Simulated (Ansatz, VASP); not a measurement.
# RbBr in VASP and in Ansatz

```
Rb Br
1.0
     0.00000    3.42750    3.42750
     3.42750    0.00000    3.42750
     3.42750    3.42750    0.00000
Rb Br
1 1
Direct
  0.00000 0.00000 0.00000
  0.50000 0.50000 0.50000
```

Alike in both runs: task electric field gradients; functional PBE; k mesh 7 × 7 × 7; occupations fermi-dirac, width 0.03 eV; no spin polarisation.

|  | VASP | Ansatz |
| --- | --- | --- |
| version | VASP 6.6.1 | Ansatz 0.2.0 |
| potentials or method | VASP PAW PBE potentials, release 64 (Rb_sv, Br) | PAW with Ansatz's default frozen-core files, scalar-relativistic |
| plane-wave cutoff (eV) | 520 | 420 |
| valence electrons in the cell | 16 | 16 |

```csv
,VASP,Ansatz,Ansatz less VASP
gap on the k mesh at the Fermi level (eV),4.36,4.36,+0.002
pressure (GPa),1.0,1.0,-0.03
```
